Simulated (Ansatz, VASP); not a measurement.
Si3Ge in VASP and in Ansatz

Contents of INCAR:

```
SYSTEM = Si3Ge
PREC = Accurate
ENCUT = 600
EDIFF = 1E-7
ISMEAR = 0
SIGMA = 0.1
LREAL = .False.
LASPH = .True.
NELM = 80
ALGO = Normal
ISIF = 3
LWAVE = .False.
LCHARG = .False.
GGA = PE
IBRION = 2
NSW = 100
EDIFFG = -0.01
```

The input KPOINTS:

```
regular mesh
0
Gamma
  8 8 8
  0 0 0
```

The input POSCAR:

```
Si3Ge
1.0
    5.0609668746      0.0000000000      0.0000000000
    0.0000000000      5.0609668746      0.0000000000
    0.0000000000      0.0000000000      5.0609668746
Si Ge
6 2
Direct
    0.5000000000      0.2500000000      0.0000000000
    0.5000000000      0.7500000000      0.0000000000
    0.2500000000      0.0000000000      0.5000000000
    0.7500000000      0.0000000000      0.5000000000
    0.0000000000      0.5000000000      0.2500000000
    0.0000000000      0.5000000000      0.7500000000
    0.5000000000      0.5000000000      0.5000000000
    0.0000000000      0.0000000000      0.0000000000
```

Input for Ansatz:

```yaml
crystal:
  lattice:
    - [5.0609668746, 0.0, 0.0]
    - [0.0, 5.0609668746, 0.0]
    - [0.0, 0.0, 5.0609668746]
  atoms:
    - { symbol: Si, position: [0.5, 0.25, 0.0] }
    - { symbol: Si, position: [0.5, 0.75, 0.0] }
    - { symbol: Si, position: [0.25, 0.0, 0.5] }
    - { symbol: Si, position: [0.75, 0.0, 0.5] }
    - { symbol: Si, position: [0.0, 0.5, 0.25] }
    - { symbol: Si, position: [0.0, 0.5, 0.75] }
    - { symbol: Ge, position: [0.5, 0.5, 0.5] }
    - { symbol: Ge, position: [0.0, 0.0, 0.0] }
basis:
  ecutwfc: 420
kpoints:
  mp_grid: { grid: [8, 8, 8] }
hamiltonian:
  xc: pbe
scf:
  occupations: { method: gaussian, width: 0.1 }
output:
  forces: true
  stress: true
  eigenvalues: true
relax:
  adjacent_minimum: "off"
  f_tol: 0.01
  max_steps: 80
  cell: { stress_tol: 0.05 }
```

Change from the starting cell: species swapped into the V3Sn type (Pm-3n, No. 223).

Alike in both runs: task relaxation of cell and atoms; functional PBE; k mesh 8 × 8 × 8; occupations gaussian, width 0.1 eV; no spin polarisation.

|  | VASP | Ansatz |
| --- | --- | --- |
| version | VASP 6.6.1 | Ansatz 0.2.0 |
| potentials or method | VASP PAW PBE potentials, release 64 (Si, Ge_d), cutoff 600 eV | scalar-relativistic, plane waves, PAW |
| valence electrons in the cell | 52 | 52 |

```tsv
	VASP	Ansatz	Ansatz less VASP
gap on the k mesh at the Fermi level, each at its own relaxed structure (eV)	none	none	-
relaxed volume (Å³/atom)	16.36	16.35	-0.015
relaxed cell length with the largest relative difference (Å)	5.078	5.076	-0.0016
```

A gap of «none» marks a metal or a gap that the smearing closes.
